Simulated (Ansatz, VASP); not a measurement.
**MoSe2: VASP beside Ansatz**

Contents of INCAR:

```
SYSTEM = MoSe2
PREC = Accurate ; ENCUT = 600
EDIFF = 1E-6 ; ISMEAR = 0
SIGMA = 0.02 ; LREAL = .FALSE.
LASPH = .TRUE. ; NELM = 60
ALGO = Normal ; ISIF = 3
LWAVE = .FALSE. ; LCHARG = .FALSE.
GGA = PS ; IBRION = 2
NSW = 100 ; EDIFFG = -0.005
```

The input KPOINTS:

```
regular mesh
0
G
  12 12 2
  0 0 0
```

POSCAR

```
MoSe2
1.0
    3.2685285653      0.0000000000      0.0000000000
   -1.6342642827      2.8306287705      0.0000000000
    0.0000000000      0.0000000000     13.0950318832
Mo Se
2 4
Direct
    0.3333333333      0.6666666667      0.2500000000
    0.6666666667      0.3333333333      0.7500000000
    0.3333333333      0.6666666667      0.6228546753
    0.6666666667      0.3333333333      0.1228546753
    0.3333333333      0.6666666667      0.8771453247
    0.6666666667      0.3333333333      0.3771453247
```

Input for Ansatz:

```yaml
crystal:
  lattice:
    - [3.2685285699, 0.0, 0.0]
    - [-1.634264285, 2.8306287745, 0.0]
    - [0.0, 0.0, 13.0950318665]
  atoms:
    - { symbol: Mo, position: [0.3333333333, 0.6666666667, 0.25] }
    - { symbol: Mo, position: [0.6666666667, 0.3333333333, 0.75] }
    - { symbol: Se, position: [0.3333333333, 0.6666666667, 0.6228546753] }
    - { symbol: Se, position: [0.6666666667, 0.3333333333, 0.1228546753] }
    - { symbol: Se, position: [0.3333333333, 0.6666666667, 0.8771453247] }
    - { symbol: Se, position: [0.6666666667, 0.3333333333, 0.3771453247] }
basis:
  ecutwfc: 420
kpoints:
  mp_grid: { grid: [12, 12, 2] }
hamiltonian:
  xc: pbesol
scf:
  occupations: { method: gaussian, width: 0.02 }
output:
  forces: true
  stress: true
  eigenvalues: true
relax:
  adjacent_minimum: "off"
  f_tol: 0.005
  max_steps: 80
  cell: { stress_tol: 0.05 }
```

Alike in both runs: task relaxation of cell and atoms; functional PBEsol; k mesh 12 × 12 × 2; occupations gaussian, width 0.02 eV; no spin polarisation.

|  | VASP | Ansatz |
| --- | --- | --- |
| version | VASP 6.6.1 | Ansatz 0.2.0 |
| potentials or method | VASP PAW PBE potentials, release 64 (Mo_sv, Se), cutoff 600 eV | scalar-relativistic, plane waves, PAW |
| valence electrons in the cell | 52 | 92 |

|  | VASP | Ansatz | Ansatz less VASP |
| --- | --- | --- | --- |
| gap on the k mesh at the Fermi level, each at its own relaxed structure (eV) | 0.90 | 0.91 | +0.009 |
| relaxed volume (Å³/atom) | 20.24 | 20.22 | -0.016 |
| relaxed cell length with the largest relative difference (Å) | 3.271 | 3.269 | -0.0020 |

VASP's potentials were made for PBE, not for PBEsol. VASP's potentials hold 52 valence electrons a cell and Ansatz's 92, so a difference there can come from the potentials and not from the codes.
